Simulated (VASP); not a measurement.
# CoH (Fm-3m) in VASP: further runs

CoH is run at these levels: PBEsol; tasks: single point.

Program: VASP 6.6.1. These are calculated values, not measurements. Logs are shortened: lines on timing, memory, paths and dates and some standing lists are left out, and cuts for length are marked.

## (1) The cell of the first run

Symmetry: Fm-3m, No. 225, cubic system. The conventional cell has a = 3.661 Å, b = 3.661 Å, c = 3.661 Å, α = 90.00°, β = 90.00°, γ = 90.00°. Within 2.4 Å of Co (site symmetry m-3m) lie 6 H at 1.83 Å. H (site symmetry m-3m) has 6 Co at 1.83 Å within 2.4 Å.

## (2) Single point, PBEsol, collinear spin, ferromagnetic start

INCAR

```
ALGO     = Normal         # electronic algorithm
EDIFF    = 1E-7           # SCF threshold, eV
ENCUT    = 520            # plane-wave cutoff, eV
GGA      = PS             # functional
ISIF     = 2              # what is computed and relaxed
ISMEAR   = -1             # smearing method
ISPIN    = 2              # spin polarisation
LASPH    = T              # aspherical terms in the spheres
LCHARG   = T              # write CHGCAR
LELF     = T              # ELF
LMAXMIX  = 4              # l up to which the mixer works
LORBIT   = 11             # projections on sites
LREAL    = F              # projectors in reciprocal space
LVHAR    = T            
LWAVE    = F              # write WAVECAR
MAGMOM   = 1.8 0          # initial moments
NBANDS   = 16             # bands
NELM     = 150            # most SCF steps
PREC     = Accurate       # precision mode
SIGMA    = 0.1            # smearing width, eV
```

KPOINTS

```
k-points
0
Gamma
  11 11 11
```

POSCAR

```
CoH
1.0
    0.0000000000      1.8305924668      1.8305924668
    1.8305924668      0.0000000000      1.8305924668
    1.8305924668      1.8305924668      0.0000000000
Co H
1 1
Direct
    0.0000000000      0.0000000000      0.0000000000
    0.5000000000      0.5000000000      0.5000000000
```

Potentials or basis: VASP PAW PBE potentials, release 64 (Co, H).

On the command line:

```console
> cat potpaw_PBE.64/Co/POTCAR potpaw_PBE.64/H/POTCAR > POTCAR
> mpirun -np 1 vasp_std > vasp.out
```

OUTCAR:

```text
EDIFF = 1E-7
   ENCUT = 520
   GGA = PS
   ISIF = 2
   ISMEAR = -1
   ISPIN = 2
   LASPH = T
   LORBIT = 11
   LREAL = F
   NELM = 150
   PREC = Accurate

 ion  position               nearest neighbor table
   1  0.000  0.000  0.000-   2 1.83   2 1.83   2 1.83   2 1.83   2 1.83   2 1.83
   2  0.500  0.500  0.500-   1 1.83   1 1.83   1 1.83   1 1.83   1 1.83   1 1.83

  LATTYP: Found a face centered cubic cell.
 ALAT       =     3.6611849336

  Lattice vectors:

 A1 = (   0.0000000000,   1.8305924668,   1.8305924668)
 A2 = (   1.8305924668,   0.0000000000,   1.8305924668)
 A3 = (   1.8305924668,   1.8305924668,   0.0000000000)

Analysis of symmetry for initial positions (statically):
=====================================================================
 Subroutine PRICEL returns:
 Original cell was already a primitive cell.

 Routine SETGRP: Setting up the symmetry group for a
 face centered cubic supercell.

 Subroutine GETGRP returns: Found 48 space group operations
 (whereof 48 operations were pure point group operations)
 out of a pool of 48 trial point group operations.

The static configuration has the point symmetry O_h .

Analysis of symmetry for dynamics (positions and initial velocities):
=====================================================================
 Subroutine PRICEL returns:
 Original cell was already a primitive cell.

 Routine SETGRP: Setting up the symmetry group for a
 face centered cubic supercell.

 Subroutine GETGRP returns: Found 48 space group operations
 (whereof 48 operations were pure point group operations)
 out of a pool of 48 trial point group operations.

The dynamic configuration has the point symmetry O_h .

Analysis of structural, dynamic, and magnetic symmetry:
=====================================================================
 Subroutine PRICEL returns:
 Original cell was already a primitive cell.

 Routine SETGRP: Setting up the symmetry group for a
 face centered cubic supercell.

 Subroutine GETGRP returns: Found 48 space group operations
 (whereof 48 operations were pure point group operations)
 out of a pool of 48 trial point group operations.

The overall configuration has the point symmetry O_h .

 Subroutine INISYM returns: Found 48 space group operations
 (whereof 48 operations are pure point group operations),
 and found     1 'primitive' translations

----------------------------------------------------------------------------------------

                                     Primitive cell

  volume of cell :      12.2689

  direct lattice vectors                    reciprocal lattice vectors
     0.000000000  1.830592467  1.830592467    -0.273135615  0.273135615  0.273135615
     1.830592467  0.000000000  1.830592467     0.273135615 -0.273135615  0.273135615
     1.830592467  1.830592467  0.000000000     0.273135615  0.273135615 -0.273135615

  length of vectors
     2.588848694  2.588848694  2.588848694     0.473084763  0.473084763  0.473084763

  position of ions in fractional coordinates (direct lattice)
     0.000000000  0.000000000  0.000000000
     0.500000000  0.500000000  0.500000000

  ion indices of the primitive-cell ions
   primitive index   ion index
                 1           1
                 2           2

----------------------------------------------------------------------------------------

 KPOINTS: k-points

Automatic generation of k-mesh.
 Grid dimensions read from file:
 generate k-points for:   11   11   11

 Generating k-lattice:

  Cartesian coordinates                     Fractional coordinates (reciprocal lattice)
    -0.024830510  0.024830510  0.024830510     0.090909091  0.000000000  0.000000000
     0.024830510 -0.024830510  0.024830510     0.000000000  0.090909091  0.000000000
     0.024830510  0.024830510 -0.024830510     0.000000000  0.000000000  0.090909091

  Length of vectors
     0.043007706  0.043007706  0.043007706

  Shift w.r.t. Gamma in fractional coordinates (k-lattice)
     0.000000000  0.000000000  0.000000000

 Subroutine IBZKPT returns following result:
 ===========================================

 Found     56 irreducible k-points:

 Following reciprocal coordinates:
            Coordinates               Weight
  0.000000  0.000000  0.000000      1.000000
  0.090909  0.000000  0.000000      8.000000
  0.181818  0.000000  0.000000      8.000000
  0.272727  0.000000  0.000000      8.000000
  0.363636  0.000000  0.000000      8.000000
  0.454545  0.000000  0.000000      8.000000
[... 16 lines left out ...]
 -0.272727  0.181818  0.000000     24.000000
 -0.181818  0.181818  0.000000     12.000000
 [... further k-points ...]
   k-points           NKPTS =     56   k-points in BZ     NKDIM =     56   number of bands    NBANDS=     16
   number of dos      NEDOS =    301   number of ions     NIONS =      2
   total plane-waves  NPLWV =   8000
   dimension x,y,z NGX =    20 NGY =   20 NGZ =   20
   dimension x,y,z NGXF=    40 NGYF=   40 NGZF=   40
   ions per type =               1   1
   NGX,Y,Z   is equivalent  to a cutoff of  12.84, 12.84, 12.84 a.u.
   NGXF,Y,Z  is equivalent  to a cutoff of  25.69, 25.69, 25.69 a.u.
 SYSTEM =  unknown system
   PREC   = accura    normal or accurate (medium, high low for compatibility)
   ISTART =      0    job   : 0-new  1-cont  2-samecut
   ICHARG =      2    charge: 1-file 2-atom 10-const
   ISPIN  =      2    spin polarized calculation?
   LNONCOLLINEAR =      F non collinear calculations
   LSORBIT =      F    spin-orbit coupling
   LASPH  =      T    aspherical Exc in radial PAW
   ENCUT  =  520.0 eV  38.22 Ry    6.18 a.u.   4.81  4.81  4.81*2*pi/ulx,y,z
   NELM   =    150;   NELMIN=  2; NELMDL= -5     # of ELM steps
   EDIFF  = 0.1E-06   stopping-criterion for ELM
   LREAL  =      F    real-space projection
   EDIFFG = 0.1E-05   stopping-criterion for IOM
   NSW    =      0    number of steps for IOM
   IBRION =     -1    ionic relax: 0-MD 1-quasi-New 2-CG
   NFREE  =      0    steps in history (QN), initial steepest desc. (CG)
   ISIF   =      2    stress and relaxation
   ISYM   =      2    0-nonsym 1-usesym 2-fastsym
   POTIM  = 0.5000    time-step for ionic-motion
   TEBEG  =    0.0;   TEEND  =   0.0 temperature during run
   PSTRESS=    0.0 pullay stress
   NELECT =      10.0000    total number of electrons
   NUPDOWN=      -1.0000    fix difference up-down
   EMIN   =  10.00;   EMAX   =-10.00  energy-range for DOS
   EFERMI =   0.00;   METHOD = LEGACY
   ISMEAR =    -1;   SIGMA  =   0.10  broadening in eV -4-tet -1-fermi 0-gaus
   EFERMI_NEDOS =   21; number of points for ismear=-14 and -15
   IALGO  =     38    algorithm
   IMIX   =      4    mixing-type and parameters
     AMIX     =   0.40;   BMIX     =  1.00
     AMIX_MAG =   1.60;   BMIX_MAG =  1.00
  volume/ion in A,a.u.               =       6.13        41.40
  Fermi-wavevector in a.u.,A,eV,Ry     =   1.529231  2.889828 31.817880  2.338548
  Thomas-Fermi vector in A             =   2.636881
   LORBIT       =     11    0 simple, 1 ext, 2 COOP (PROOUT), +10 PAW based schemes
   GGA     = PS    functional components
   LHFCALC =     F    Hartree Fock is set to
   AEXX    =    0.0000 exact exchange contribution
   IVDW    =     0    specifies the selected vdW correction
   LEPSILON=     F    determine dielectric tensor
   LRPA    =     F    only Hartree local field effects (RPA)
 spin polarized calculation
  energy-cutoff  :      520.00
  volume of cell :       12.27
 maximum number of plane-waves:       338
   NGX =  9   NGY =  9   NGZ =  9

 number of electron      10.0000000 magnetization       1.8000000

 number of electron       9.9999993 magnetization       1.1472265

 Free energy of the ion-electron system (eV)
  ---------------------------------------------------
  ext. energy  EPLUGINS =         0.00000000
  ---------------------------------------------------
  free energy    TOTEN  =       -11.17901983 eV

  energy without entropy =      -11.13588248  energy(sigma->0) =      -11.15745115

 E-fermi :  10.4103     XC(G=0): -13.6774

 val. band max:       10.4069336901   @ k =   0.4545   0.1818   0.0909
 cond. band min:      10.4103717474   @ k =  -0.4545   0.1818   0.0000
 fundamental gap:      0.0034380573
 Fermi energy:        10.4103166005

 spin component 1

 k-point     1 :       0.0000    0.0000    0.0000
  band No.  band energies     occupation
      1      -2.2737      1.00000
      2       7.7316      1.00000
      3       7.7316      1.00000
      4       7.7316      1.00000
      5       8.8278      1.00000
      6       8.8278      1.00000
[... 8 lines left out ...]
     15      45.6697      0.00000
     16      45.6697      0.00000
[... 419 lines left out ...]
 k-point    24 :      -0.1818    0.1818    0.0000
  band No.  band energies     occupation
      1       0.4606      1.00000
      2       7.0478      1.00000
      3       7.4443      1.00000
      4       8.2609      1.00000
      5       8.3736      1.00000
      6       9.5053      0.99988
[... 8 lines left out ...]
     15      46.2034      0.00000
     16      47.3328      0.00000

 [... further k-points ...]

 spin component 2

 k-point     1 :       0.0000    0.0000    0.0000
  band No.  band energies     occupation
      1      -2.2577      1.00000
      2       8.9501      1.00000
      3       8.9501      1.00000
      4       8.9501      1.00000
      5       9.9217      0.99250
      6       9.9217      0.99250
[... 8 lines left out ...]
     15      46.0944      0.00000
     16      46.0944      0.00000
[... 419 lines left out ...]
 k-point    24 :      -0.1818    0.1818    0.0000
  band No.  band energies     occupation
      1       0.4854      1.00000
      2       8.1049      1.00000
      3       8.4617      1.00000
      4       9.2832      0.99999
      5       9.6532      0.99948
      6      10.7213      0.04269
[... 8 lines left out ...]
     15      46.2865      0.00000
     16      48.7009      0.00000

 [... further k-points ...]
[... 5 lines left out ...]
  --------------------------------------------------------------------------------------
  -------------------------------------------------------------------------------------
  Total       -0.1591585     -0.1591585     -0.1591585      0.0000000      0.0000000      0.0000000
  in kB      -20.7843017    -20.7843017    -20.7843017      0.0000000      0.0000000      0.0000000
  external PRESSURE =     -20.7843017 kB  Pullay stress =       0.0000000 kB

 VOLUME and BASIS-vectors are now :
 -----------------------------------------------------------------------------
  energy-cutoff  :      520.00
  volume of cell :       12.27
      direct lattice vectors                 reciprocal lattice vectors
     0.000000000  1.830592467  1.830592467    -0.273135615  0.273135615  0.273135615
     1.830592467  0.000000000  1.830592467     0.273135615 -0.273135615  0.273135615
     1.830592467  1.830592467  0.000000000     0.273135615  0.273135615 -0.273135615

 POSITION                                       TOTAL-FORCE (eV/Angst)
 -----------------------------------------------------------------------------------
      0.00000      0.00000      0.00000        -0.000000     -0.000000      0.000000
      1.83059      1.83059      1.83059         0.000000      0.000000     -0.000000
 -----------------------------------------------------------------------------------
    total drift:                                0.000000     -0.000000      0.000000

  FREE ENERGIE OF THE ION-ELECTRON SYSTEM (eV)
  ---------------------------------------------------
  free  energy   TOTEN  =       -11.1790198264 eV

  energy  without entropy=      -11.1358824768  energy(sigma->0) =      -11.15745115

 total charge

# of ion       s       p       d       tot
------------------------------------------
    1        0.410   0.565   7.448   8.424
    2        0.503   0.043   0.000   0.546
--------------------------------------------------
tot          0.914   0.608   7.448   8.970

 magnetization (x)

# of ion       s       p       d       tot
------------------------------------------
    1       -0.007  -0.017   1.197   1.173
    2       -0.007  -0.003   0.000  -0.010
--------------------------------------------------
tot         -0.014  -0.019   1.197   1.163
```

Wall time 17 s (1 thread of Intel Xeon Platinum 8488C (Sapphire Rapids), shared host); peak memory 0.14 GiB.

What came out:

```
Free energy                                           : -11.1790 eV
Pressure                                              : -2.1 GPa
Net moment                                            : 1.15 μB per cell
Site moments                                          : Co +1.17; H -0.01 μB
Valence electrons inside the program's atomic spheres : Co 8.42; H 0.55
```

Levels at points of the mesh, in eV from the Fermi level:
Spin up:
```csv
k point,band 4,band 5,band 6,band 7,band 8,band 9
"(0.00, 0.00, 0.00)",-2.68,-1.58,-1.58,15.24,20.71,21.34
```
Spin down:
```tsv
k point	band 1	band 2	band 3	band 4	band 5	band 6	band 7	band 8	band 9
(0.00, 0.00, 0.00)	-12.67	-1.46	-1.46	-1.46	-0.49	-0.49	15.23	20.58	21.38
```

Caveat: the PAW data sets were made with another functional, which shifts forces and pressure a little.

## (3) Single point, PBEsol, collinear spin, ferromagnetic start

This run uses another cell than the first one, of 6.32 Å³/atom, 1.031 times its volume.

INCAR

```
SYSTEM = CoH
  PREC = Accurate
  ENCUT = 520
  EDIFF = 1E-6
  ISMEAR = -1
  SIGMA = 0.1
  LREAL = .False.
  LASPH = .True.
  NELM = 150
  ALGO = Normal
  ISIF = 2
  LWAVE = .False.
  LCHARG = .False.
  ISPIN = 2
  MAGMOM = 1.8 0
  LORBIT = 11
  LMAXMIX = 4
  GGA = PS
  NBANDS = 16
```

KPOINTS

```
regular mesh
0
Gamma
  11 11 11
  0 0 0
```

POSCAR

```
CoH
1.0
    0.0000000000      1.8490845514      1.8490845514
    1.8490845514      0.0000000000      1.8490845514
    1.8490845514      1.8490845514      0.0000000000
Co H
1 1
Direct
    0.0000000000      0.0000000000      0.0000000000
    0.5000000000      0.5000000000      0.5000000000
```

Potentials or basis: VASP PAW PBE potentials, release 64 (Co, H).

On the command line:

```console
> cat potpaw_PBE.64/Co/POTCAR potpaw_PBE.64/H/POTCAR > POTCAR
> mpirun -np 1 vasp_std > vasp.out
```

Wall time 16 s (1 thread of Intel Xeon Platinum 8488C (Sapphire Rapids), shared host); peak memory 0.14 GiB.

It converged, with:

```
Free energy                                           : -11.1668 eV
Pressure                                              : -8.6 GPa
Net moment                                            : 1.18 μB per cell
Site moments                                          : Co +1.21; H -0.01 μB
Valence electrons inside the program's atomic spheres : Co 8.36; H 0.54
```

Levels at points of the mesh, in eV from the Fermi level:
Spin up:
```tsv
k point	band 3	band 4	band 5	band 6	band 7	band 8	band 9	band 10
(0.00, 0.00, 0.00)	-2.63	-2.63	-1.58	-1.58	14.87	20.50	20.98	20.98
```
Spin down:
```tsv
k point	band 1	band 2	band 3	band 4	band 5	band 6	band 7	band 8
(0.00, 0.00, 0.00)	-12.41	-1.38	-1.38	-1.38	-0.46	-0.46	14.86	20.35
```

Caveat: the PAW data sets were made with another functional, which shifts forces and pressure a little.

## (4) Single point, PBEsol, collinear spin, ferromagnetic start

This run uses another cell than the first one, of 6.70 Å³/atom, 1.092 times its volume.

INCAR

```
SYSTEM = CoH
PREC     = Accurate       ! precision mode
ENCUT    = 520            ! plane-wave cutoff, eV
EDIFF    = 1E-7           ! SCF threshold, eV
ISMEAR   = -1             ! smearing method
SIGMA    = 0.1            ! smearing width, eV
LREAL    = .FALSE.        ! projectors in reciprocal space
LASPH    = .TRUE.         ! aspherical terms in the spheres
NELM     = 150            ! most SCF steps
ALGO     = Normal         ! electronic algorithm
ISIF     = 2              ! what is computed and relaxed
LWAVE    = .FALSE.        ! write WAVECAR
LCHARG   = .FALSE.        ! write CHGCAR
ISPIN    = 2              ! spin polarisation
MAGMOM   = 1.8 0          ! initial moments
LORBIT   = 11             ! projections on sites
LMAXMIX  = 4              ! l up to which the mixer works
GGA      = PS             ! functional
NBANDS   = 16             ! bands
```

KPOINTS

```
Automatic mesh
0
G
  11 11 11
  0 0 0
```

POSCAR

```
CoH
1.0
    0.0000000000      1.8849980481      1.8849980481
    1.8849980481      0.0000000000      1.8849980481
    1.8849980481      1.8849980481      0.0000000000
Co H
1 1
Direct
    0.0000000000      0.0000000000      0.0000000000
    0.5000000000      0.5000000000      0.5000000000
```

On the command line:

```console
> cat potpaw_PBE.64/Co/POTCAR potpaw_PBE.64/H/POTCAR > POTCAR
> mpirun -np 1 vasp_std > vasp.out
```

It took 17 s on 1 thread of Intel Xeon Platinum 8488C (Sapphire Rapids), shared host; peak memory 0.14 GiB.

Results (log left out):

```
Free energy                                           : -11.1028 eV
Pressure                                              : -18.4 GPa
Net moment                                            : 1.24 μB per cell
Site moments                                          : Co +1.27; H -0.01 μB
Valence electrons inside the program's atomic spheres : Co 8.25; H 0.52
```

Levels at points of the mesh, in eV from the Fermi level:
Spin up:
```csv
k point,band 4,band 5,band 6,band 7,band 8,band 9
"(0.00, 0.00, 0.00)",-2.55,-1.58,-1.58,14.17,20.09,20.29
```
Spin down:
| k point | band 2 | band 3 | band 4 | band 5 | band 6 | band 7 |
| --- | --- | --- | --- | --- | --- | --- |
| (0.00, 0.00, 0.00) | -1.24 | -1.24 | -1.24 | -0.40 | -0.40 | 14.17 |

Caveat: the PAW data sets were made with another functional, which shifts forces and pressure a little.

## (5) Summary

```tsv
cell	gap on the mesh (eV)	pressure (GPa)	moment (μB)
a = 2.589 Å, angles 60.0°, 2 atoms	none	-2.1	1.15
a = 2.615 Å, angles 60.0°, 2 atoms	none	-8.6	1.18
a = 2.666 Å, angles 60.0°, 2 atoms	none	-18.4	1.24
```

Alike in all rows: task single point; level PBEsol; potentials or basis VASP PAW PBE potentials, release 64 (Co, H); spin collinear, ferromagnetic start; k mesh 11 × 11 × 11; cutoff (eV) 520; smearing fermi-dirac 0.1 eV.

Caveats: the PAW data sets were made with another functional, which shifts forces and pressure a little.

Absolute energies hang on the potentials; compare differences alone.
